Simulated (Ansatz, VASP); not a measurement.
**Zn in VASP and in Ansatz**

```
CELL_PARAMETERS angstrom
-1.61611 1.61611 1.52197
1.61611 -1.61611 1.52197
1.61611 1.61611 -1.52197
ATOMIC_POSITIONS crystal
Zn 0.00000 0.00000 0.00000
```

Change from the starting cell: strain +0.030 along x and y, -0.030 along z, atoms carried along.

Alike in both runs: task single point; functional PBEsol; k mesh 22 × 22 × 22; occupations gaussian, width 0.15 eV; no spin polarisation.

|  | VASP | Ansatz |
| --- | --- | --- |
| version | VASP 6.6.1 | Ansatz 0.2.0 |
| potentials or method | VASP PAW PBE potentials, release 64 (Zn), cutoff 520 eV | scalar-relativistic, plane waves, PAW |
| valence electrons in the cell | 12 | 12 |

|  | VASP | Ansatz | Ansatz less VASP |
| --- | --- | --- | --- |
| gap on the k mesh at the Fermi level (eV) | none | none | - |
| pressure (GPa) | -6.3 | -6.6 | -0.30 |
| traceless stress, the component that is largest in VASP (GPa) | -1.49 | -1.48 | +0.005 |

VASP's potentials were made for PBE, not for PBEsol. A gap of «none» marks a metal or a gap that the smearing closes. With one functional, cell and mesh, what is left measures potentials, basis and numerics.
